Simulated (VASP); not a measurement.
# In5P3 (Pm-3m) in VASP: further runs

The runs below take In5P3 through single point, relaxation of cell and atoms, with PBE.

Everything below comes from runs of VASP 6.6.1. Logs are shortened: lines on timing, memory, paths and dates and some standing lists are left out, and cuts for length are marked.

### Step 1. The cell of the first run

The structure is cubic, space group Pm-3m (No. 221). The conventional cell has a = 5.638 Å, b = 5.638 Å, c = 5.638 Å, α = 90.00°, β = 90.00°, γ = 90.00°. Within 3.7 Å of In (site symmetry m-3m) lie 6 P at 2.82 Å. Within 3.7 Å of In (site symmetry m-3m) lie 6 In at 2.82 Å. In (site symmetry 4/mmm) has 2 In at 2.82 Å and 4 P at 2.82 Å within 3.7 Å. P (site symmetry 4/mmm) has 6 In at 2.82 Å within 3.7 Å.

### Step 2. Single point, PBE

INCAR reads:

```
PREC     = Accurate       # precision mode
ENCUT    = 520            # plane-wave cutoff, eV
EDIFF    = 1E-6           # SCF threshold, eV
ISMEAR   = 0              # smearing method
SIGMA    = 0.1            # smearing width, eV
LREAL    = False          # projectors in reciprocal space
LASPH    = True           # aspherical terms in the spheres
NELM     = 80             # most SCF steps
ALGO     = Normal         # electronic algorithm
ISIF     = 2              # what is computed and relaxed
LWAVE    = False          # write WAVECAR
LCHARG   = True           # write CHGCAR
GGA      = PE             # functional
LELF     = True           # ELF
LVHAR    = True         
NBANDS   = 50             # bands
```

KPOINTS reads:

```
regular mesh
0
Gamma
  4 4 4
```

POSCAR reads:

```
In5P3
1.0
    5.6381094000      0.0000000000      0.0000000000
    0.0000000000      5.6381094000      0.0000000000
    0.0000000000      0.0000000000      5.6381094000
In P
5 3
Direct
    0.0000000000      0.0000000000      0.0000000000
    0.5000000000      0.5000000000      0.5000000000
    0.0000000000      0.5000000000      0.5000000000
    0.5000000000      0.0000000000      0.5000000000
    0.5000000000      0.5000000000      0.0000000000
    0.5000000000      0.0000000000      0.0000000000
    0.0000000000      0.5000000000      0.0000000000
    0.0000000000      0.0000000000      0.5000000000
```

Potentials or basis: VASP PAW PBE potentials, release 64 (In_d, P).

Run with:

```sh
$ cat potpaw_PBE.64/In_d/POTCAR potpaw_PBE.64/P/POTCAR > POTCAR
$ mpirun -np 1 vasp_std > vasp.out
```

OUTCAR:

```text
PREC = Accurate
   ENCUT = 520
   EDIFF = 1E-6
   ISMEAR = 0
   LREAL = False
   LASPH = True
   NELM = 80
   ISIF = 2
   GGA = PE

 ion  position               nearest neighbor table
   1  0.000  0.000  0.000-   6 2.82   7 2.82   8 2.82   8 2.82   7 2.82   6 2.82   3 3.99   4 3.99
                             3 3.99   3 3.99   5 3.99   4 3.99   3 3.99   4 3.99   5 3.99   5 3.99
   2  0.500  0.500  0.500-   3 2.82   4 2.82   5 2.82   5 2.82   4 2.82   3 2.82
   3  0.000  0.500  0.500-   2 2.82   7 2.82   8 2.82   7 2.82   8 2.82   2 2.82   1 3.99   5 3.99
                             5 3.99   1 3.99   4 3.99   1 3.99   1 3.99   4 3.99   4 3.99   5 3.99
   4  0.500  0.000  0.500-   2 2.82   6 2.82   8 2.82   6 2.82   2 2.82   8 2.82   1 3.99   5 3.99
                             5 3.99   1 3.99   3 3.99   5 3.99   5 3.99   1 3.99   3 3.99   3 3.99
   5  0.500  0.500  0.000-   2 2.82   6 2.82   7 2.82   2 2.82   6 2.82   7 2.82   4 3.99   3 3.99
                             4 3.99   1 3.99   4 3.99   1 3.99   4 3.99   1 3.99   3 3.99   3 3.99
   6  0.500  0.000  0.000-   1 2.82   4 2.82   5 2.82   4 2.82   5 2.82   1 2.82
   7  0.000  0.500  0.000-   1 2.82   3 2.82   5 2.82   3 2.82   1 2.82   5 2.82
   8  0.000  0.000  0.500-   1 2.82   3 2.82   4 2.82   1 2.82   3 2.82   4 2.82

  LATTYP: Found a simple cubic cell.
 ALAT       =     5.6381094000

  Lattice vectors:

 A1 = (   5.6381094000,   0.0000000000,   0.0000000000)
 A2 = (   0.0000000000,   5.6381094000,   0.0000000000)
 A3 = (   0.0000000000,   0.0000000000,   5.6381094000)

Analysis of symmetry for initial positions (statically):
=====================================================================
 Subroutine PRICEL returns:
 Original cell was already a primitive cell.

 Routine SETGRP: Setting up the symmetry group for a
 simple cubic supercell.

 Subroutine GETGRP returns: Found 48 space group operations
 (whereof 48 operations were pure point group operations)
 out of a pool of 48 trial point group operations.

The static configuration has the point symmetry O_h .

Analysis of symmetry for dynamics (positions and initial velocities):
=====================================================================
 Subroutine PRICEL returns:
 Original cell was already a primitive cell.

 Routine SETGRP: Setting up the symmetry group for a
 simple cubic supercell.

 Subroutine GETGRP returns: Found 48 space group operations
 (whereof 48 operations were pure point group operations)
 out of a pool of 48 trial point group operations.

The dynamic configuration has the point symmetry O_h .

 Subroutine INISYM returns: Found 48 space group operations
 (whereof 48 operations are pure point group operations),
 and found     1 'primitive' translations

----------------------------------------------------------------------------------------

                                     Primitive cell

  volume of cell :     179.2258

  direct lattice vectors                    reciprocal lattice vectors
     5.638109400  0.000000000  0.000000000     0.177364419  0.000000000  0.000000000
     0.000000000  5.638109400  0.000000000     0.000000000  0.177364419  0.000000000
     0.000000000  0.000000000  5.638109400     0.000000000  0.000000000  0.177364419

  length of vectors
     5.638109400  5.638109400  5.638109400     0.177364419  0.177364419  0.177364419

  position of ions in fractional coordinates (direct lattice)
     0.000000000  0.000000000  0.000000000
     0.500000000  0.500000000  0.500000000
     0.000000000  0.500000000  0.500000000
     0.500000000  0.000000000  0.500000000
     0.500000000  0.500000000  0.000000000
     0.500000000  0.000000000  0.000000000
     0.000000000  0.500000000  0.000000000
     0.000000000  0.000000000  0.500000000

  ion indices of the primitive-cell ions
   primitive index   ion index
                 1           1
                 2           2
                 3           3
                 4           4
                 5           5
                 6           6
                 7           7
                 8           8

----------------------------------------------------------------------------------------

 KPOINTS: regular mesh

Automatic generation of k-mesh.
 Grid dimensions read from file:
 generate k-points for:    4    4    4

 Generating k-lattice:

  Cartesian coordinates                     Fractional coordinates (reciprocal lattice)
     0.044341105  0.000000000  0.000000000     0.250000000  0.000000000  0.000000000
     0.000000000  0.044341105  0.000000000     0.000000000  0.250000000  0.000000000
     0.000000000  0.000000000  0.044341105     0.000000000  0.000000000  0.250000000

  Length of vectors
     0.044341105  0.044341105  0.044341105

  Shift w.r.t. Gamma in fractional coordinates (k-lattice)
     0.000000000  0.000000000  0.000000000

 Subroutine IBZKPT returns following result:
 ===========================================

 Found     10 irreducible k-points:

 Following reciprocal coordinates:
            Coordinates               Weight
  0.000000  0.000000  0.000000      1.000000
  0.250000  0.000000  0.000000      6.000000
  0.500000  0.000000  0.000000      3.000000
  0.250000  0.250000  0.000000     12.000000
  0.500000  0.250000  0.000000     12.000000
  0.500000  0.500000  0.000000      3.000000
  0.250000  0.250000  0.250000      8.000000
  0.500000  0.250000  0.250000     12.000000
  0.500000  0.500000  0.250000      6.000000
  0.500000  0.500000  0.500000      1.000000
   k-points           NKPTS =     10   k-points in BZ     NKDIM =     10   number of bands    NBANDS=     50
   number of dos      NEDOS =    301   number of ions     NIONS =      8
   total plane-waves  NPLWV =  74088
   dimension x,y,z NGX =    42 NGY =   42 NGZ =   42
   dimension x,y,z NGXF=    84 NGYF=   84 NGZF=   84
   ions per type =               5   3
   NGX,Y,Z   is equivalent  to a cutoff of  12.38, 12.38, 12.38 a.u.
   NGXF,Y,Z  is equivalent  to a cutoff of  24.77, 24.77, 24.77 a.u.
 SYSTEM =  unknown system
   PREC   = accura    normal or accurate (medium, high low for compatibility)
   ISTART =      0    job   : 0-new  1-cont  2-samecut
   ICHARG =      2    charge: 1-file 2-atom 10-const
   ISPIN  =      1    spin polarized calculation?
   LNONCOLLINEAR =      F non collinear calculations
   LSORBIT =      F    spin-orbit coupling
   LASPH  =      T    aspherical Exc in radial PAW
   ENCUT  =  520.0 eV  38.22 Ry    6.18 a.u.  10.48 10.48 10.48*2*pi/ulx,y,z
   NELM   =     80;   NELMIN=  2; NELMDL= -5     # of ELM steps
   EDIFF  = 0.1E-05   stopping-criterion for ELM
   LREAL  =      F    real-space projection
   EDIFFG = 0.1E-04   stopping-criterion for IOM
   NSW    =      0    number of steps for IOM
   IBRION =     -1    ionic relax: 0-MD 1-quasi-New 2-CG
   NFREE  =      0    steps in history (QN), initial steepest desc. (CG)
   ISIF   =      2    stress and relaxation
   ISYM   =      2    0-nonsym 1-usesym 2-fastsym
   POTIM  = 0.5000    time-step for ionic-motion
   TEBEG  =    0.0;   TEEND  =   0.0 temperature during run
   PSTRESS=    0.0 pullay stress
   NELECT =      80.0000    total number of electrons
   NUPDOWN=      -1.0000    fix difference up-down
   EMIN   =  10.00;   EMAX   =-10.00  energy-range for DOS
   EFERMI =   0.00;   METHOD = LEGACY
   ISMEAR =     0;   SIGMA  =   0.10  broadening in eV -4-tet -1-fermi 0-gaus
   EFERMI_NEDOS =   21; number of points for ismear=-14 and -15
   IALGO  =     38    algorithm
   IMIX   =      4    mixing-type and parameters
     AMIX     =   0.40;   BMIX     =  1.00
     AMIX_MAG =   1.60;   BMIX_MAG =  1.00
  volume/ion in A,a.u.               =      22.40       151.18
  Fermi-wavevector in a.u.,A,eV,Ry     =   1.251136  2.364305 21.297775  1.565342
  Thomas-Fermi vector in A             =   2.385098
   LORBIT       =      0    0 simple, 1 ext, 2 COOP (PROOUT), +10 PAW based schemes
   GGA     = PE    functional components
   LHFCALC =     F    Hartree Fock is set to
   AEXX    =    0.0000 exact exchange contribution
   IVDW    =     0    specifies the selected vdW correction
   LEPSILON=     F    determine dielectric tensor
   LRPA    =     F    only Hartree local field effects (RPA)
 non-spin polarized calculation
 Gauss-broadening in eV      SIGMA  =   0.10
  energy-cutoff  :      520.00
  volume of cell :      179.23
 maximum number of plane-waves:      4842
 NGX is ok and might be reduce to    42
   NGX = 21   NGY = 21   NGZ = 21

 number of electron      79.9999989 magnetization

 Free energy of the ion-electron system (eV)
  ---------------------------------------------------
  ext. energy  EPLUGINS =         0.00000000
  ---------------------------------------------------
  free energy    TOTEN  =       -27.59160147 eV

  energy without entropy =      -27.54682846  energy(sigma->0) =      -27.56921496

 E-fermi :   7.3308     XC(G=0): -10.3483

 val. band max:        7.3167219084   @ k =   0.2500   0.2500   0.0000
 cond. band min:       7.3614047809   @ k =   0.2500   0.2500   0.2500
 fundamental gap:      0.0446828725
 Fermi energy:         7.3308432488

 k-point     1 :       0.0000    0.0000    0.0000
  band No.  band energies     occupation
      1      -8.0919      2.00000
      2      -8.0919      2.00000
      3      -7.7124      2.00000
      4      -7.7124      2.00000
      5      -7.7124      2.00000
      6      -7.4275      2.00000
[... 42 lines left out ...]
     49      14.3569      0.00000
     50      14.3569      0.00000

 k-point     2 :       0.2500    0.0000    0.0000
  band No.  band energies     occupation
      1      -8.0914      2.00000
      2      -7.9951      2.00000
      3      -7.7114      2.00000
      4      -7.6743      2.00000
      5      -7.6743      2.00000
      6      -7.3923      2.00000
[... 416 lines left out ...]
 k-point    10 :       0.5000    0.5000    0.5000
  band No.  band energies     occupation
      1      -7.6457      2.00000
      2      -7.6457      2.00000
      3      -7.5306      2.00000
      4      -7.5306      2.00000
      5      -7.5306      2.00000
      6      -7.2768      2.00000
[... 42 lines left out ...]
     49      10.4988      0.00000
     50      10.4988      0.00000

------------------------ aborting loop because EDIFF is reached ----------------------------------------

  FORCE on cell =-STRESS in cart. coord.  units (eV):
  Direction    XX          YY          ZZ          XY          YZ          ZX
  --------------------------------------------------------------------------------------
  -------------------------------------------------------------------------------------
  Total        3.3224517      3.3224517      3.3224517     -0.0000000     -0.0000000      0.0000000
  in kB       29.7008423     29.7008423     29.7008423     -0.0000000     -0.0000000      0.0000000
  external PRESSURE =      29.7008423 kB  Pullay stress =       0.0000000 kB

 VOLUME and BASIS-vectors are now :
 -----------------------------------------------------------------------------
  energy-cutoff  :      520.00
  volume of cell :      179.23
      direct lattice vectors                 reciprocal lattice vectors
     5.638109400  0.000000000  0.000000000     0.177364419  0.000000000  0.000000000
     0.000000000  5.638109400  0.000000000     0.000000000  0.177364419  0.000000000
     0.000000000  0.000000000  5.638109400     0.000000000  0.000000000  0.177364419

 POSITION                                       TOTAL-FORCE (eV/Angst)
 -----------------------------------------------------------------------------------
      0.00000      0.00000      0.00000         0.000000      0.000000      0.000000
      2.81905      2.81905      2.81905         0.000000      0.000000      0.000000
      0.00000      2.81905      2.81905         0.000000      0.000000      0.000000
      2.81905      0.00000      2.81905         0.000000      0.000000      0.000000
      2.81905      2.81905      0.00000         0.000000      0.000000      0.000000
      2.81905      0.00000      0.00000         0.000000      0.000000      0.000000
      0.00000      2.81905      0.00000         0.000000      0.000000      0.000000
      0.00000      0.00000      2.81905         0.000000      0.000000      0.000000
 -----------------------------------------------------------------------------------
    total drift:                                0.000000     -0.000000     -0.000000

  FREE ENERGIE OF THE ION-ELECTRON SYSTEM (eV)
  ---------------------------------------------------
  free  energy   TOTEN  =       -27.5916014729 eV

  energy  without entropy=      -27.5468284558  energy(sigma->0) =      -27.56921496
```

It took 43 s on 1 thread of Intel Xeon 6975P-C (Granite Rapids), shared host; peak memory 0.27 GiB.

What came out:

```yaml
Free_energy: -27.5916 eV
Pressure: 3.0 GPa
Band_gap_on_the_k_mesh: zero (band 40 reaches 9.05 eV, above the bottom of band 41 at 5.44 eV)
```

Caveat: spin-orbit coupling is left out, which moves the levels of the heavy elements.

[end of part 1 of 2]
